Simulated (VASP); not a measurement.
Wanted: the native input for a VASP 6.6.1 run.

```
Task                   : single point
Functional             : PBE
Potentials or basis    : VASP PAW PBE potentials, release 64 (Co)
Cutoff                 : 520 eV
k mesh                 : 14 × 14 × 8
Occupations            : methfessel-paxton, width 0.03 eV
Spin                   : collinear spin, ferromagnetic start
Starting moments       : [1.69, 1.69] μB
Dipole correction      : no
Further INCAR settings : ALGO = Normal; EDIFF = 1e-06; NBANDS = 20
```

The structure of Co lies in POSCAR:

```
Co
1.0
    2.4935221926      0.0000000000      0.0000000000
   -1.2467610963      2.1594535637      0.0000000000
    0.0000000000      0.0000000000      4.0277844638
Co
2
Direct
    0.3333333333      0.6666666667      0.2500000000
    0.6666666667      0.3333333333      0.7500000000
```

These files were run (other wordings do the same):

INCAR

```
SYSTEM = Co
ALGO = Normal
EDIFF = 1E-6
ENCUT = 520
GGA = PE
ISIF = 2
ISMEAR = 1
ISPIN = 2
LASPH = .TRUE.
LCHARG = .FALSE.
LMAXMIX = 4
LORBIT = 11
LREAL = .FALSE.
LWAVE = .FALSE.
MAGMOM = 1.69 1.69
NBANDS = 20
NELM = 150
PREC = Accurate
SIGMA = 0.03
```

KPOINTS

```
k-points
0
G
  14 14 8
  0 0 0
```

Potentials or basis: VASP PAW PBE potentials, release 64 (Co).

Run with:

```bash
$ cat potpaw_PBE.64/Co/POTCAR > POTCAR
$ mpirun -np 1 vasp_std > vasp.out
```

It gave:

```yaml
Pressure: -1.0 GPa
Net_moment: 3.15 μB per cell
Site_moments: Co +1.59 μB
Valence_electrons_inside_the_program's_atomic_spheres: Co 8.28
```

It took 110 s on 1 thread of Intel(R) Xeon(R) Platinum 8259CL CPU @ 2.50GHz (Skylake/Cascade Lake), with other jobs on the host, peak memory 0.19 GiB.
